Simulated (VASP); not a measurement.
Write the native input for VASP 6.6.1 that does the following.

```
Task                   : single point
Functional             : PBEsol
Potentials or basis    : VASP PAW PBE potentials, release 64 (Au)
Cutoff                 : 520 eV
k mesh                 : 22 × 22 × 12
Occupations            : gaussian, width 0.15 eV
Spin                   : no spin polarisation
Dipole correction      : no
Further INCAR settings : ALGO = Fast; EDIFF = 1e-06; NBANDS = 18
```

The structure of Au lies in POSCAR:

```
Au
1.0
    1.4898736278     -2.6982146394      0.0000000000
    1.4898736278      2.6982146394      0.0000000000
    0.0000000000      0.0000000000      4.3907248288
Au
2
Direct
    0.6653279700      0.3346720300      0.2500000000
    0.3346720300      0.6653279700      0.7500000000
```

This cell differs from its parent crystal: ratio of the length along z to the lengths across it x 0.85, volume and fractional coordinates fixed.

The input as run:

INCAR

```
  ALGO = Fast
  EDIFF = 1E-6
  ENCUT = 520
  GGA = PS
  ISIF = 2
  ISMEAR = 0
  LASPH = True
  LCHARG = False
  LREAL = False
  LWAVE = False
  NBANDS = 18
  NELM = 60
  PREC = Accurate
  SIGMA = 0.15
```

KPOINTS

```
k-points
0
Gamma
  22 22 12
```

Potentials or basis: VASP PAW PBE potentials, release 64 (Au).

The run is started by

```console
$ cat potpaw_PBE.64/Au/POTCAR > POTCAR
$ mpirun -np 1 vasp_std > vasp.out
```

It gave:

The pressure is -2.7 GPa. The largest force is 0.094 eV/Å and the band gap on the k mesh is zero (bands 11 and 12 overlap by 6.05 eV).

Caveat: the stress differs along the axes, from -6 to 4 GPa; the PAW data sets were made with another functional, which shifts forces and pressure a little; spin-orbit coupling is left out, which moves the levels of the heavy elements.

It took 7.3 min on 1 thread of Intel Xeon 8259CL, on a shared host, peak memory 0.55 GiB.
